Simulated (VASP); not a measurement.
# Cu12SiH2 in VASP: further runs

Cu12SiH2 is run at these levels: PBE+D3(BJ); tasks: single point.

All numbers are computed with VASP 6.6.1; they aren't measurements. Logs are shortened: lines on timing, memory, paths and dates and some standing lists are left out, and cuts for length are marked.

## Step 1: The cell of the first run

The cell holds a slab with vacuum, 15 atoms: a = 5.105 Å, b = 5.105 Å, c = 19.168 Å, α = 90.00°, β = 90.00°, γ = 60.00°.

## Step 2: Single point, PBE+D3(BJ)

INCAR reads:

```
SYSTEM = Cu12SiH2
PREC = Accurate ; ENCUT = 520
EDIFF = 1E-6 ; ISMEAR = -1
SIGMA = 0.05 ; LREAL = .False.
LASPH = .True. ; NELM = 120
ALGO = Normal ; ISIF = 2
LWAVE = .False. ; LCHARG = .False.
GGA = PE ; IVDW = 12
NBANDS = 82 ; GGA_COMPAT = .False.
NELMDL = -8
```

KPOINTS reads:

```
Automatic mesh
0
Gamma
  3 3 1
  0 0 0
```

POSCAR reads:

```
Cu12SiH2
1.0
    5.1053110000      0.0000000000      0.0000000000
    2.5526550000      4.4213290000      0.0000000000
    0.0000000000      0.0000000000     19.1684690000
Cu Si H
12 1 2
Direct
    0.1666599093      0.1666693431      0.0521690073
    0.6666686257      0.1666693431      0.0521690073
    0.1666700955      0.6666773723      0.0521690073
    0.6666592245      0.6666773723      0.0521690073
   -0.1657874404      0.3321625692      0.1588546274
    0.3337798553      0.3320268634      0.1590789541
   -0.1668017022      0.8338669210      0.1595484752
    0.3326528823      0.8349751851      0.1590528696
    0.0002031237      0.0007689995      0.2682843372
    0.4992878230     -0.0002035587      0.2686912554
   -0.0009484097      0.5008674993      0.2649246531
    0.5012828367      0.4985378831      0.2651281122
    0.2535303949      0.0154930791      0.4089632824
    0.1184641040      0.2729722217      0.4613096643
    0.2595198417     -0.2030158805      0.4634485936
```

Potentials or basis: VASP PAW PBE potentials, release 64 (Cu, Si, H).

Launch:

```console
cat potpaw_PBE.64/Cu/POTCAR potpaw_PBE.64/Si/POTCAR potpaw_PBE.64/H/POTCAR > POTCAR
mpirun -np 1 vasp_std > vasp.out
```

OUTCAR:

```text
SYSTEM = Cu12SiH2
   PREC = Accurate
   ENCUT = 520
   EDIFF = 1E-6
   ISMEAR = -1
   LREAL = .False.
   LASPH = .True.
   NELM = 120
   ISIF = 2
   GGA = PE
   IVDW = 12
   NELMDL = -8
 IVDW          = 12

 ion  position               nearest neighbor table
   1  0.167  0.167  0.052-   5 2.52   8 2.52   6 2.52   3 2.55   2 2.55   4 2.55   4 2.55   2 2.55
                             3 2.55
   2  0.667  0.167  0.052-   5 2.52   6 2.52   7 2.53   1 2.55   4 2.55   3 2.55   4 2.55   3 2.55
                             1 2.55
   3  0.167  0.667  0.052-   8 2.53   6 2.53   7 2.53   1 2.55   4 2.55   2 2.55   2 2.55   4 2.55
                             1 2.55
   4  0.667  0.667  0.052-   5 2.52   8 2.53   7 2.53   3 2.55   1 2.55   2 2.55   2 2.55   1 2.55
                             3 2.55
   5  0.834  0.332  0.159-  11 2.51  12 2.51   1 2.52   2 2.52   4 2.52   8 2.54   7 2.55   6 2.55
                             6 2.56   9 2.56   7 2.56   8 2.56
   6  0.334  0.332  0.159-  11 2.51  12 2.51   1 2.52   2 2.52   3 2.53   8 2.54   7 2.55   5 2.55
                             5 2.56   7 2.56  10 2.56   8 2.56
   7  0.833  0.834  0.160-  11 2.50   2 2.53   3 2.53   4 2.53   6 2.55   5 2.55   8 2.55   8 2.55
                             9 2.55   5 2.56   6 2.56  10 2.56
   8  0.333  0.835  0.159-  12 2.52   1 2.52   4 2.53   3 2.53   6 2.54   5 2.54   7 2.55   7 2.55
                             9 2.56  10 2.56   5 2.56   6 2.56
   9  0.000  0.001  0.268-  12 2.54  10 2.55  11 2.55   7 2.55  11 2.56   8 2.56   5 2.56  10 2.56
                            12 2.56
  10  0.499  1.000  0.269-   9 2.55  11 2.55  12 2.55  12 2.55  11 2.56   9 2.56   7 2.56   8 2.56
                             6 2.56  13 2.95
  11  0.999  0.501  0.265-   7 2.50   6 2.51   5 2.51  12 2.55  10 2.55   9 2.55   9 2.56  10 2.56
                            12 2.56
  12  0.501  0.499  0.265-   6 2.51   5 2.51   8 2.52   9 2.54  11 2.55  10 2.55  10 2.55  11 2.56
                             9 2.56
  13  0.254  0.015  0.409-  15 1.52  14 1.52  10 2.95
  14  0.118  0.273  0.461-  13 1.52
  15  0.260  0.797  0.463-  13 1.52

  LATTYP: Found a hexagonal cell.
 ALAT       =     5.1053107325
 C/A-ratio  =     3.7546135788

  Lattice vectors:

 A1 = (  -2.5526550000,  -4.4213290000,   0.0000000000)
 A2 = (   5.1053110000,   0.0000000000,   0.0000000000)
 A3 = (   0.0000000000,   0.0000000000,  19.1684690000)

Analysis of symmetry for initial positions (statically):
=====================================================================
 Subroutine PRICEL returns:
 Original cell was already a primitive cell.

 Routine SETGRP: Setting up the symmetry group for a
 hexagonal supercell.

 Subroutine GETGRP returns: Found  1 space group operations
 (whereof  1 operations were pure point group operations)
 out of a pool of 24 trial point group operations.

The static configuration has the point symmetry C_1 .

Analysis of symmetry for dynamics (positions and initial velocities):
=====================================================================
 Subroutine PRICEL returns:
 Original cell was already a primitive cell.

 Routine SETGRP: Setting up the symmetry group for a
 hexagonal supercell.

 Subroutine GETGRP returns: Found  1 space group operations
 (whereof  1 operations were pure point group operations)
 out of a pool of 24 trial point group operations.

The dynamic configuration has the point symmetry C_1 .

 Subroutine INISYM returns: Found  1 space group operations
 (whereof  1 operations are pure point group operations),
 and found     1 'primitive' translations

----------------------------------------------------------------------------------------

                                     Primitive cell

  volume of cell :     432.6757

  direct lattice vectors                    reciprocal lattice vectors
     5.105311000  0.000000000  0.000000000     0.195874453 -0.113088147  0.000000000
     2.552655000  4.421329000  0.000000000     0.000000000  0.226176337  0.000000000
     0.000000000  0.000000000 19.168469000     0.000000000  0.000000000  0.052169007

  length of vectors
[... 42 lines left out ...]
 Grid dimensions read from file:
 generate k-points for:    3    3    1

 Generating k-lattice:

  Cartesian coordinates                     Fractional coordinates (reciprocal lattice)
     0.065291484 -0.037696049  0.000000000     0.333333333  0.000000000  0.000000000
     0.000000000  0.075392112  0.000000000     0.000000000  0.333333333  0.000000000
     0.000000000  0.000000000  0.052169007     0.000000000  0.000000000  1.000000000

  Length of vectors
     0.075392109  0.075392112  0.052169007

  Shift w.r.t. Gamma in fractional coordinates (k-lattice)
     0.000000000  0.000000000  0.000000000

 Subroutine IBZKPT returns following result:
 ===========================================

 Found      5 irreducible k-points:

 Following reciprocal coordinates:
            Coordinates               Weight
  0.000000  0.000000  0.000000      1.000000
  0.333333 -0.000000  0.000000      2.000000
  0.333333  0.333333  0.000000      2.000000
  0.000000  0.333333  0.000000      2.000000
 -0.333333  0.333333  0.000000      2.000000
   k-points           NKPTS =      5   k-points in BZ     NKDIM =      5   number of bands    NBANDS=     82
   number of dos      NEDOS =    301   number of ions     NIONS =     15
   total plane-waves  NPLWV = 230400
   dimension x,y,z NGX =    40 NGY =   40 NGZ =  144
   dimension x,y,z NGXF=    80 NGYF=   80 NGZF=  288
   ions per type =              12   1   2
   NGX,Y,Z   is equivalent  to a cutoff of  13.03, 13.03, 12.49 a.u.
   NGXF,Y,Z  is equivalent  to a cutoff of  26.05, 26.05, 24.98 a.u.
 SYSTEM =  Cu12SiH2
   PREC   = accura    normal or accurate (medium, high low for compatibility)
   ISTART =      0    job   : 0-new  1-cont  2-samecut
   ICHARG =      2    charge: 1-file 2-atom 10-const
   ISPIN  =      1    spin polarized calculation?
   LNONCOLLINEAR =      F non collinear calculations
   LSORBIT =      F    spin-orbit coupling
   LASPH  =      T    aspherical Exc in radial PAW
   ENCUT  =  520.0 eV  38.22 Ry    6.18 a.u.   9.49  9.49 35.64*2*pi/ulx,y,z
   NELM   =    120;   NELMIN=  2; NELMDL= -8     # of ELM steps
   EDIFF  = 0.1E-05   stopping-criterion for ELM
   LREAL  =      F    real-space projection
   EDIFFG = 0.1E-04   stopping-criterion for IOM
   NSW    =      0    number of steps for IOM
   IBRION =     -1    ionic relax: 0-MD 1-quasi-New 2-CG
   NFREE  =      0    steps in history (QN), initial steepest desc. (CG)
   ISIF   =      2    stress and relaxation
   ISYM   =      2    0-nonsym 1-usesym 2-fastsym
   POTIM  = 0.5000    time-step for ionic-motion
   TEBEG  =    0.0;   TEEND  =   0.0 temperature during run
   PSTRESS=    0.0 pullay stress
   NELECT =     138.0000    total number of electrons
   NUPDOWN=      -1.0000    fix difference up-down
   EMIN   =  10.00;   EMAX   =-10.00  energy-range for DOS
   EFERMI =   0.00;   METHOD = LEGACY
   ISMEAR =    -1;   SIGMA  =   0.05  broadening in eV -4-tet -1-fermi 0-gaus
   EFERMI_NEDOS =   21; number of points for ismear=-14 and -15
   IALGO  =     38    algorithm
   IMIX   =      4    mixing-type and parameters
     AMIX     =   0.40;   BMIX     =  1.00
     AMIX_MAG =   1.60;   BMIX_MAG =  1.00
  volume/ion in A,a.u.               =      28.85       194.66
  Fermi-wavevector in a.u.,A,eV,Ry     =   1.118528  2.113712 17.022329  1.251106
  Thomas-Fermi vector in A             =   2.255160
   LORBIT       =      0    0 simple, 1 ext, 2 COOP (PROOUT), +10 PAW based schemes
   GGA     = PE    functional components
   LHFCALC =     F    Hartree Fock is set to
   AEXX    =    0.0000 exact exchange contribution
   IVDW    =    12    specifies the selected vdW correction
   LEPSILON=     F    determine dielectric tensor
   LRPA    =     F    only Hartree local field effects (RPA)
 non-spin polarized calculation
  energy-cutoff  :      520.00
  volume of cell :      432.68
 maximum number of plane-waves:     11783
 NGX is ok and might be reduce to    40
   NGX = 19   NGY = 19   NGZ = 71

 number of electron     138.0000004 magnetization

 Free energy of the ion-electron system (eV)
  ---------------------------------------------------
  ext. energy  EPLUGINS =         0.00000000
  ---------------------------------------------------
  free energy    TOTEN  =       -51.32501238 eV

  energy without entropy =      -51.19572469  energy(sigma->0) =      -51.26036853

 E-fermi :  -0.0961     XC(G=0):  -5.9421

 val. band max:       -0.1019846358   @ k =   0.0000   0.0000   0.0000
 cond. band min:      -0.0950483436   @ k =   0.3333  -0.0000   0.0000
 fundamental gap:      0.0069362922
 Fermi energy:        -0.0960743342

 k-point     1 :       0.0000    0.0000    0.0000
  band No.  band energies     occupation
      1      -8.8239      2.00000
      2      -8.2856      2.00000
      3      -6.8033      2.00000
      4      -5.3181      2.00000
      5      -4.8571      2.00000
      6      -4.8559      2.00000
[... 409 lines left out ...]
     80       4.5343      0.00000
     81       5.2363      0.00000
 [bands above 81 left out]

------------------------ aborting loop because EDIFF is reached ----------------------------------------

 Edisp (eV)   -5.12043

 E8    (eV) :    -2.2657

  FORCE on cell =-STRESS in cart. coord.  units (eV):
  Direction    XX          YY          ZZ          XY          YZ          ZX
  --------------------------------------------------------------------------------------
  -------------------------------------------------------------------------------------
  Total      -7.01459    -5.76706    -7.08710     0.18940    -0.06139     0.10839
  in kB     -25.97468   -21.35516   -26.24321     0.70133    -0.22732     0.40136
  external pressure =      -24.52 kB  Pullay stress =        0.00 kB

 VOLUME and BASIS-vectors are now :
 -----------------------------------------------------------------------------
  energy-cutoff  :      520.00
  volume of cell :      432.68
      direct lattice vectors                 reciprocal lattice vectors
     5.105311000  0.000000000  0.000000000     0.195874453 -0.113088147  0.000000000
     2.552655000  4.421329000  0.000000000     0.000000000  0.226176337  0.000000000
     0.000000000  0.000000000 19.168469000     0.000000000  0.000000000  0.052169007

 POSITION                                       TOTAL-FORCE (eV/Angst)
 -----------------------------------------------------------------------------------
      1.27630      0.73690      1.00000        -0.033192     -0.006809      0.008580
      3.82900      0.73690      1.00000         0.037495     -0.011904     -0.016727
      2.55270      2.94760      1.00000        -0.032748      0.029921      0.052219
      5.10530      2.94760      1.00000         0.021382     -0.001310     -0.008296
      5.10681      1.46860      3.04500        -0.005452     -0.016837      0.120640
      2.55160      1.46800      3.04930        -0.009034     -0.023230      0.126073
      6.38231      3.68680      3.05830         0.000624      0.003239      0.211406
      3.82970      3.69170      3.04880         0.026902      0.020803      0.075525
      0.00300      0.00340      5.14260         0.069692      0.034639      0.462551
      5.10115      4.42043      5.15040        -0.087827      0.000794      0.611109
      6.37901      2.21450      5.07820        -0.020639      0.010512      0.095262
      3.83180      2.20420      5.08210         0.015438     -0.040337      0.047080
      1.33390      0.06850      7.83920        -0.043914      0.041585     -0.997970
      1.30160      1.20690      8.84260         0.113778      0.362872     -0.403529
      3.35936      3.52373      8.88360        -0.052504     -0.403938     -0.383923
 -----------------------------------------------------------------------------------
    total drift:                                0.000104     -0.000118     -0.004254

  FREE ENERGIE OF THE ION-ELECTRON SYSTEM (eV)
  ---------------------------------------------------
  free  energy   TOTEN  =       -56.4454439647 eV

  energy  without entropy=      -56.3161562750  energy(sigma->0) =      -56.38080012
```

Run time: 16 min. Hardware: 1 thread of Intel Xeon 8259CL, shared host; peak memory 0.57 GiB.

What came out:

| Item | Value |
| --- | --- |
| Free energy | -56.4454 eV |
| Largest force | 1.000 eV/Å |
| Band gap on the k mesh | zero (bands 69 and 70 overlap by 0.02 eV) |
| Dispersion energy per atom | -0.341 eV |

Forces in eV/Å, atoms in the order of the input:
```
Cu  -0.033 -0.007  0.009
Cu   0.037 -0.012 -0.017
Cu  -0.033  0.030  0.052
Cu   0.021 -0.001 -0.008
Cu  -0.005 -0.017  0.121
Cu  -0.009 -0.023  0.126
Cu   0.001  0.003  0.211
Cu   0.027  0.021  0.076
Cu   0.070  0.035  0.463
Cu  -0.088  0.001  0.611
Cu  -0.021  0.011  0.095
Cu   0.015 -0.040  0.047
Si  -0.044  0.042 -0.998
H    0.114  0.363 -0.404
H   -0.053 -0.404 -0.384
```

Caveat: the k points lie up to 0.47 Å⁻¹ apart.

## Step 3: Single point, PBE+D3(BJ)

INCAR reads:

```
SYSTEM = Cu12SiH2
PREC = Accurate
ENCUT = 520
EDIFF = 1E-6
ISMEAR = -1
SIGMA = 0.05
LREAL = .False.
LASPH = .True.
NELM = 120
ALGO = Normal
ISIF = 2
LWAVE = .False.
LCHARG = .False.
GGA = PE
IVDW = 12
NBANDS = 82
GGA_COMPAT = .False.
NELMDL = -8
```

KPOINTS is that of step 2.

POSCAR reads:

```
Cu12SiH2
1.0
    5.1053110000      0.0000000000      0.0000000000
    2.5526550000      4.4213290000      0.0000000000
    0.0000000000      0.0000000000     19.1684690000
Cu Si H
12 1 2
Direct
    0.1666599093      0.1666693431      0.0521690073
    0.6666686257      0.1666693431      0.0521690073
    0.1666700955      0.6666773723      0.0521690073
    0.6666592245      0.6666773723      0.0521690073
   -0.1765159674      0.3420238575      0.1531838563
    0.3321032071      0.3474068544      0.1533247126
   -0.1416266866      0.7995785882      0.1421396774
    0.3387304711      0.8262673961      0.1500328482
    0.0529397905     -0.0066495843      0.2575323047
    0.4711571781     -0.0061519964      0.2517102435
    0.0322605183      0.4501587645      0.2674600668
    0.4880384314      0.5237339271      0.2651802812
    0.1102334102      0.1329690688      0.3650787134
   -0.0859480581      0.3723541044      0.4170651292
    0.3701735206     -0.1023447927      0.4055357786
```

Potentials or basis: VASP PAW PBE potentials, release 64 (Cu, Si, H).

Launch:

```console
cat potpaw_PBE.64/Cu/POTCAR potpaw_PBE.64/Si/POTCAR potpaw_PBE.64/H/POTCAR > POTCAR
mpirun -np 1 vasp_std > vasp.out
```

Wall time 16 min (1 thread of Intel Xeon 8259CL, shared host); peak memory 0.56 GiB.

It converged, with:

```
Free energy                : -55.8888 eV
Largest force              : 4.220 eV/Å
Dispersion energy per atom : -0.349 eV
```

Forces in eV/Å, atoms in the order of the input:
```
Cu   0.046  0.131 -0.472
Cu   0.001  0.169 -0.748
Cu   0.620 -0.318 -1.963
Cu  -0.478 -0.259 -1.583
Cu   0.046 -0.609  0.904
Cu   0.028 -0.855  0.650
Cu  -0.348  1.447  3.353
Cu   0.020  0.305  0.442
Cu  -4.203 -0.338 -0.179
Cu   3.906 -0.274  0.260
Cu   0.061  2.220 -0.250
Cu   0.073 -1.671 -0.311
Si   0.188  0.172 -0.324
H   -0.098 -0.059 -0.002
H    0.139 -0.062  0.223
```

Levels at points of the mesh, in eV from the Fermi level:
```
           k point  band 65  band 66  band 67  band 68  band 69  band 70  band 71  band 72  band 73  band 74
(0.00, 0.00, 0.00)    -1.40    -0.53    -0.23    -0.07    -0.04     0.59     0.88     0.96     1.19     1.47
```

Caveat: the k points lie up to 0.47 Å⁻¹ apart.

(Part 1 of 2 ends here.)
